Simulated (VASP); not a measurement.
# Sb (Pm-3m) in VASP: further runs

The runs below take Sb through electric field gradients, with PBEsol.

All numbers are computed with VASP 6.6.1; they aren't measurements. Logs are shortened: lines on timing, memory, paths and dates and some standing lists are left out, and cuts for length are marked.

### 1 The cell of the first run

Symmetry: Pm-3m, No. 221, cubic system. Conventional cell: a = 3.149 Å, b = 3.149 Å, c = 3.149 Å, α = 90.00°, β = 90.00°, γ = 90.00°. Sb (site symmetry m-3m) has 6 Sb at 3.15 Å within 4.1 Å.

### 2 Electric field gradients, PBEsol (volume scaled by 0.99)

INCAR reads:

```
PREC = Accurate
ENCUT = 520
EDIFF = 1E-8
ISMEAR = -1
SIGMA = 0.08
LREAL = F
LASPH = T
NELM = 80
ALGO = Normal
ISIF = 2
LWAVE = F
LCHARG = F
GGA = PS
LEFG = T
NBANDS = 8
```

KPOINTS reads:

```
regular mesh
0
Gamma
  12 12 12
```

POSCAR reads:

```
Sb
1.0
    3.1494313592      0.0000000000      0.0000000000
    0.0000000000      3.1494313592      0.0000000000
    0.0000000000      0.0000000000      3.1494313592
Sb
1
Direct
    0.0000000000      0.0000000000      0.0000000000
```

Potentials or basis: VASP PAW PBE potentials, release 64 (Sb).

On the command line:

```console
$ cat potpaw_PBE.64/Sb/POTCAR > POTCAR
$ mpirun -np 1 vasp_std > vasp.out
```

OUTCAR:

```text
PREC = Accurate
   ENCUT = 520
   EDIFF = 1E-8
   ISMEAR = -1
   LREAL = F
   LASPH = T
   NELM = 80
   ISIF = 2
   GGA = PS

 ion  position               nearest neighbor table
   1  0.000  0.000  0.000-

  LATTYP: Found a simple cubic cell.
 ALAT       =     3.1494313592

  Lattice vectors:

 A1 = (   3.1494313592,   0.0000000000,   0.0000000000)
 A2 = (   0.0000000000,   3.1494313592,   0.0000000000)
 A3 = (   0.0000000000,   0.0000000000,   3.1494313592)

Analysis of symmetry for initial positions (statically):
=====================================================================
 Subroutine PRICEL returns:
 Original cell was already a primitive cell.

 Routine SETGRP: Setting up the symmetry group for a
 simple cubic supercell.

 Subroutine GETGRP returns: Found 48 space group operations
 (whereof 48 operations were pure point group operations)
 out of a pool of 48 trial point group operations.

The static configuration has the point symmetry O_h .

Analysis of symmetry for dynamics (positions and initial velocities):
=====================================================================
 Subroutine PRICEL returns:
 Original cell was already a primitive cell.

 Routine SETGRP: Setting up the symmetry group for a
 simple cubic supercell.

 Subroutine GETGRP returns: Found 48 space group operations
 (whereof 48 operations were pure point group operations)
 out of a pool of 48 trial point group operations.

The dynamic configuration has the point symmetry O_h .

 Subroutine INISYM returns: Found 48 space group operations
 (whereof 48 operations are pure point group operations),
 and found     1 'primitive' translations

----------------------------------------------------------------------------------------

                                     Primitive cell

  volume of cell :      31.2390

  direct lattice vectors                    reciprocal lattice vectors
     3.149431359  0.000000000  0.000000000     0.317517636  0.000000000  0.000000000
     0.000000000  3.149431359  0.000000000     0.000000000  0.317517636  0.000000000
     0.000000000  0.000000000  3.149431359     0.000000000  0.000000000  0.317517636

  length of vectors
     3.149431359  3.149431359  3.149431359     0.317517636  0.317517636  0.317517636

  position of ions in fractional coordinates (direct lattice)
     0.000000000  0.000000000  0.000000000

  ion indices of the primitive-cell ions
   primitive index   ion index
                 1           1

----------------------------------------------------------------------------------------

 KPOINTS: regular mesh

Automatic generation of k-mesh.
 Grid dimensions read from file:
 generate k-points for:   12   12   12

 Generating k-lattice:

  Cartesian coordinates                     Fractional coordinates (reciprocal lattice)
     0.026459803  0.000000000  0.000000000     0.083333333  0.000000000  0.000000000
     0.000000000  0.026459803  0.000000000     0.000000000  0.083333333  0.000000000
     0.000000000  0.000000000  0.026459803     0.000000000  0.000000000  0.083333333

  Length of vectors
     0.026459803  0.026459803  0.026459803

  Shift w.r.t. Gamma in fractional coordinates (k-lattice)
     0.000000000  0.000000000  0.000000000

 Subroutine IBZKPT returns following result:
 ===========================================

 Found     84 irreducible k-points:

 Following reciprocal coordinates:
            Coordinates               Weight
  0.000000  0.000000  0.000000      1.000000
  0.083333  0.000000  0.000000      6.000000
  0.166667  0.000000  0.000000      6.000000
  0.250000  0.000000  0.000000      6.000000
  0.333333  0.000000  0.000000      6.000000
  0.416667  0.000000  0.000000      6.000000
[... 16 lines left out ...]
  0.333333  0.333333  0.000000     12.000000
  0.416667  0.333333  0.000000     24.000000
 [... further k-points ...]
   k-points           NKPTS =     84   k-points in BZ     NKDIM =     84   number of bands    NBANDS=      8
   number of dos      NEDOS =    301   number of ions     NIONS =      1
   total plane-waves  NPLWV =  13824
   dimension x,y,z NGX =    24 NGY =   24 NGZ =   24
   dimension x,y,z NGXF=    48 NGYF=   48 NGZF=   48
   ions per type =               1
   NGX,Y,Z   is equivalent  to a cutoff of  12.67, 12.67, 12.67 a.u.
   NGXF,Y,Z  is equivalent  to a cutoff of  25.34, 25.34, 25.34 a.u.
 SYSTEM =  unknown system
   PREC   = accura    normal or accurate (medium, high low for compatibility)
   ISTART =      0    job   : 0-new  1-cont  2-samecut
   ICHARG =      2    charge: 1-file 2-atom 10-const
   ISPIN  =      1    spin polarized calculation?
   LNONCOLLINEAR =      F non collinear calculations
   LSORBIT =      F    spin-orbit coupling
   LASPH  =      T    aspherical Exc in radial PAW
   ENCUT  =  520.0 eV  38.22 Ry    6.18 a.u.   5.86  5.86  5.86*2*pi/ulx,y,z
   NELM   =     80;   NELMIN=  2; NELMDL= -5     # of ELM steps
   EDIFF  = 0.1E-07   stopping-criterion for ELM
   LREAL  =      F    real-space projection
   EDIFFG = 0.1E-06   stopping-criterion for IOM
   NSW    =      0    number of steps for IOM
   IBRION =     -1    ionic relax: 0-MD 1-quasi-New 2-CG
   NFREE  =      0    steps in history (QN), initial steepest desc. (CG)
   ISIF   =      2    stress and relaxation
   ISYM   =      2    0-nonsym 1-usesym 2-fastsym
   POTIM  = 0.5000    time-step for ionic-motion
   TEBEG  =    0.0;   TEEND  =   0.0 temperature during run
   PSTRESS=    0.0 pullay stress
   NELECT =       5.0000    total number of electrons
   NUPDOWN=      -1.0000    fix difference up-down
   EMIN   =  10.00;   EMAX   =-10.00  energy-range for DOS
   EFERMI =   0.00;   METHOD = LEGACY
   ISMEAR =    -1;   SIGMA  =   0.08  broadening in eV -4-tet -1-fermi 0-gaus
   EFERMI_NEDOS =   21; number of points for ismear=-14 and -15
   IALGO  =     38    algorithm
   IMIX   =      4    mixing-type and parameters
     AMIX     =   0.40;   BMIX     =  1.00
     AMIX_MAG =   1.60;   BMIX_MAG =  1.00
  volume/ion in A,a.u.               =      31.24       210.81
  Fermi-wavevector in a.u.,A,eV,Ry     =   0.888859  1.679699 10.749550  0.790070
  Thomas-Fermi vector in A             =   2.010343
   LORBIT       =      0    0 simple, 1 ext, 2 COOP (PROOUT), +10 PAW based schemes
   GGA     = PS    functional components
   LHFCALC =     F    Hartree Fock is set to
   AEXX    =    0.0000 exact exchange contribution
   IVDW    =     0    specifies the selected vdW correction
   LEPSILON=     F    determine dielectric tensor
   LRPA    =     F    only Hartree local field effects (RPA)
 non-spin polarized calculation
  energy-cutoff  :      520.00
  volume of cell :       31.24
 maximum number of plane-waves:       868
 NGX is ok and might be reduce to    24
   NGX = 11   NGY = 11   NGZ = 11

 number of electron       5.0000001 magnetization

 Free energy of the ion-electron system (eV)
  ---------------------------------------------------
  ext. energy  EPLUGINS =         0.00000000
  ---------------------------------------------------
  free energy    TOTEN  =        -4.49209775 eV

  energy without entropy =       -4.47643109  energy(sigma->0) =       -4.48426442

 E-fermi :   6.4858     XC(G=0):  -9.5610

 val. band max:        6.4732545461   @ k =   0.4167   0.2500   0.0833
 cond. band min:       6.5339290994   @ k =   0.4167   0.4167   0.3333
 fundamental gap:      0.0606745534
 Fermi energy:         6.4858133718

 k-point     1 :       0.0000    0.0000    0.0000
  band No.  band energies     occupation
      1      -5.6351      2.00000
      2       9.5632      0.00000
      3       9.5632      0.00000
      4       9.5632      0.00000
      5      13.3232      0.00000
      6      13.3232      0.00000
      7      14.2752      0.00000
      8      23.8852      0.00000

 k-point     2 :       0.0833    0.0000    0.0000
  band No.  band energies     occupation
      1      -5.5392      2.00000
      2       8.4151      0.00000
      3       9.6564      0.00000
      4       9.6564      0.00000
      5      13.4017      0.00000
      6      13.8786      0.00000
      7      15.0906      0.00000
      8      22.9797      0.00000

 k-point     3 :       0.1667    0.0000    0.0000
  band No.  band energies     occupation
      1      -5.2558      2.00000
      2       6.4589      1.16653
      3       9.9261      0.00000
      4       9.9261      0.00000
      5      13.6353      0.00000
      6      14.2492      0.00000
      7      17.3190      0.00000
      8      21.5525      0.00000

 k-point     4 :       0.2500    0.0000    0.0000
  band No.  band energies     occupation
      1      -4.8018      2.00000
      2       4.5436      2.00000
      3      10.3386      0.00000
      4      10.3386      0.00000
      5      14.0159      0.00000
      6      14.7024      0.00000
      7      19.6194      0.00000
      8      20.1535      0.00000

 k-point     5 :       0.3333    0.0000    0.0000
  band No.  band energies     occupation
      1      -4.2235      2.00000
      2       2.8751      2.00000
      3      10.8231      0.00000
      4      10.8231      0.00000
      5      14.5192      0.00000
      6      15.3213      0.00000
      7      18.9364      0.00000
      8      18.9364      0.00000
[... 177 lines left out ...]
 k-point    22 :       0.5000    0.2500    0.0000
  band No.  band energies     occupation
      1      -2.5247      2.00000
      2       1.9129      2.00000
      3       6.6050      0.36799
      4      11.6082      0.00000
      5      12.2117      0.00000
      6      16.9635      0.00000
      7      18.1848      0.00000
      8      18.3934      0.00000

 k-point    23 :       0.3333    0.3333    0.0000
  band No.  band energies     occupation
      1      -2.7957      2.00000
      2       4.0291      2.00000
      3       4.3659      2.00000
      4      11.6048      0.00000
      5      12.0926      0.00000
      6      16.3517      0.00000
      7      19.8882      0.00000
      8      20.1481      0.00000

 k-point    24 :       0.4167    0.3333    0.0000
  band No.  band energies     occupation
      1      -2.2056      2.00000
      2       2.9241      2.00000
      3       4.6974      2.00000
      4      10.5488      0.00000
      5      12.5187      0.00000
      6      17.0441      0.00000
      7      19.1735      0.00000
      8      19.3958      0.00000

 [... further k-points ...]

------------------------ aborting loop because EDIFF is reached ----------------------------------------

  FORCE on cell =-STRESS in cart. coord.  units (eV):
  Direction    XX          YY          ZZ          XY          YZ          ZX
  --------------------------------------------------------------------------------------
  -------------------------------------------------------------------------------------
  Total       -0.8153398     -0.8153398     -0.8153398     -0.0000000      0.0000000      0.0000000
  in kB      -41.8169911    -41.8169911    -41.8169911     -0.0000000      0.0000000      0.0000000
  external PRESSURE =     -41.8169911 kB  Pullay stress =       0.0000000 kB

 VOLUME and BASIS-vectors are now :
 -----------------------------------------------------------------------------
  energy-cutoff  :      520.00
  volume of cell :       31.24
      direct lattice vectors                 reciprocal lattice vectors
     3.149431359  0.000000000  0.000000000     0.317517636  0.000000000  0.000000000
     0.000000000  3.149431359  0.000000000     0.000000000  0.317517636  0.000000000
     0.000000000  0.000000000  3.149431359     0.000000000  0.000000000  0.317517636

 POSITION                                       TOTAL-FORCE (eV/Angst)
 -----------------------------------------------------------------------------------
      0.00000      0.00000      0.00000         0.000000      0.000000      0.000000
 -----------------------------------------------------------------------------------
    total drift:                               -0.000000      0.000000      0.000000

  FREE ENERGIE OF THE ION-ELECTRON SYSTEM (eV)
  ---------------------------------------------------
  free  energy   TOTEN  =        -4.4920977478 eV

  energy  without entropy=       -4.4764310916  energy(sigma->0) =       -4.48426442

 Electric field gradients (V/A^2)
---------------------------------------------------------------------
 ion       V_xx      V_yy      V_zz      V_xy      V_xz      V_yz
---------------------------------------------------------------------
   1      -0.000    -0.000     0.000    -0.000    -0.000     0.000
---------------------------------------------------------------------

 Electric field gradients after diagonalization (V/A^2)
 (convention: |V_zz| > |V_xx| > |V_yy|)
----------------------------------------------------------------------
 ion       V_xx      V_yy      V_zz     asymmetry (V_yy - V_xx)/ V_zz
----------------------------------------------------------------------
   1      -0.000    -0.000     0.000       0.538
----------------------------------------------------------------------

           NMR quadrupolar parameters

 Cq : quadrupolar parameter    Cq=e*Q*V_zz/h
 eta: asymmetry parameters     (V_yy - V_xx)/ V_zz
 Q  : nuclear electric quadrupole moment in mb (millibarn)
----------------------------------------------------------------------
 ion       Cq(MHz)       eta       Q (mb)
----------------------------------------------------------------------
   1       0.000       0.538       1.000
----------------------------------------------------------------------
```

It took 5.4 s on 1 thread of Intel Xeon 6975P-C (Granite Rapids), shared host; peak memory 0.14 GiB.

Results:

```
Free energy : -4.4921 eV
Pressure    : -4.2 GPa
```

Caveat: without QUAD_EFG the Cq values of the log hold for a quadrupole moment of 1 mb, not for the nuclei; the PAW data sets were made with another functional, which shifts forces and pressure a little; spin-orbit coupling is left out, which moves the levels of the heavy elements.

(Part 1 of 3 ends here.)
